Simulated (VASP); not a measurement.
Write the native input for VASP 6.6.1 that does the following.

```
Task                   : electric field gradients
Functional             : PBEsol
Potentials or basis    : VASP PAW PBE potentials, release 64 (Ba_sv, Ti_sv, O)
Cutoff                 : 520 eV
k mesh                 : 7 × 7 × 7
Occupations            : fermi-dirac, width 0.03 eV
Spin                   : no spin polarisation
Dipole correction      : no
Further INCAR settings : ALGO = Normal; EDIFF = 1e-08; NBANDS = 28
```

The structure of BaTiO3 lies in POSCAR:

```
BaTiO3
1.0
    4.0262895137      0.0000000000      0.0000000000
    0.0000000000      4.0262895137      0.0000000000
    0.0000000000      0.0000000000      4.0446100470
Ba Ti O
1 1 3
Direct
    0.0000000000      0.0000000000      0.0000000000
    0.5000000000      0.5000000000      0.5000000000
    0.5000000000      0.5000000000      0.0000000000
    0.5000000000      0.0000000000      0.5000000000
    0.0000000000      0.5000000000      0.5000000000
```

This cell differs from its parent crystal: volume scaled by 1.02.

These files were run (other wordings do the same):

INCAR

```
SYSTEM = BaTiO3
ALGO     = Normal         ! electronic algorithm
EDIFF    = 1E-8           ! SCF threshold, eV
ENCUT    = 520            ! plane-wave cutoff, eV
GGA      = PS             ! functional
ISIF     = 2              ! what is computed and relaxed
ISMEAR   = -1             ! smearing method
LASPH    = .True.         ! aspherical terms in the spheres
LCHARG   = .False.        ! write CHGCAR
LEFG     = .True.       
LREAL    = .False.        ! projectors in reciprocal space
LWAVE    = .False.        ! write WAVECAR
NBANDS   = 28             ! bands
NELM     = 60             ! most SCF steps
PREC     = Accurate       ! precision mode
SIGMA    = 0.03           ! smearing width, eV
```

KPOINTS

```
k-points
0
Gamma
  7 7 7
  0 0 0
```

Potentials or basis: VASP PAW PBE potentials, release 64 (Ba_sv, Ti_sv, O).

Launch:

```bash
$ cat potpaw_PBE.64/Ba_sv/POTCAR potpaw_PBE.64/Ti_sv/POTCAR potpaw_PBE.64/O/POTCAR > POTCAR
$ mpirun -np 1 vasp_std > vasp.out
```

It gave:

```json
{"Pressure": "-5.9 GPa", "Band gap on the k mesh": "1.71 eV, indirect (least direct gap 1.82 eV)"}
```

Caveat: without QUAD_EFG the Cq values of the log hold for a quadrupole moment of 1 mb, not for the nuclei; the PAW data sets were made with another functional, which shifts forces and pressure a little; spin-orbit coupling is left out, which moves the levels of the heavy elements.

It took 2.6 min on 1 thread of AMD EPYC 7R13, with other jobs on the host, peak memory 0.19 GiB.
